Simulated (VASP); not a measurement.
Crystal: KI.

```
K I
1.0
     0.00000    3.99737    3.99737
     3.99737    0.00000    3.99737
     3.99737    3.99737    0.00000
K I
1 1
Direct
  0.00000 0.00000 0.00000
  0.25000 0.25000 0.25000
```

* Program: VASP 6.6.1
* Task: relaxation of cell and atoms
* Functional: PBEsol
* Potentials or basis: VASP PAW PBE potentials, release 64 (K_sv, I)
* Cutoff: 600 eV
* k mesh: 6 × 6 × 6
* Occupations: fermi-dirac, width 0.02 eV
* Spin: no spin polarisation

At the start: pressure -0.4 GPa; volume 63.87 Å³/atom.

Question: Where does the relaxation end?

Answer: Over 3 steps the energy falls by 3.7 meV/atom and the volume is 60.78 Å³/atom (-4.9 %); space group F-43m (No. 216, to 0.1 Å) before and after.

The path:
```
step  energy change (eV)  largest force (eV/Å)  pressure (GPa)  volume (Å³)
   1              0.0000                0.0000           -0.35       127.75
   2             -0.0046                0.0000           -0.22       125.17
   3             -0.0073                0.0000           -0.01       121.55
```

Final structure:
```
K I
1.0
     0.00000    3.93167    3.93167
     3.93167    0.00000    3.93167
     3.93167    3.93167    0.00000
K I
1 1
Direct
  0.00000 0.00000 0.00000
  0.25000 0.25000 0.25000
```

Caveat: the PAW data sets were made with another functional, which shifts forces and pressure a little.
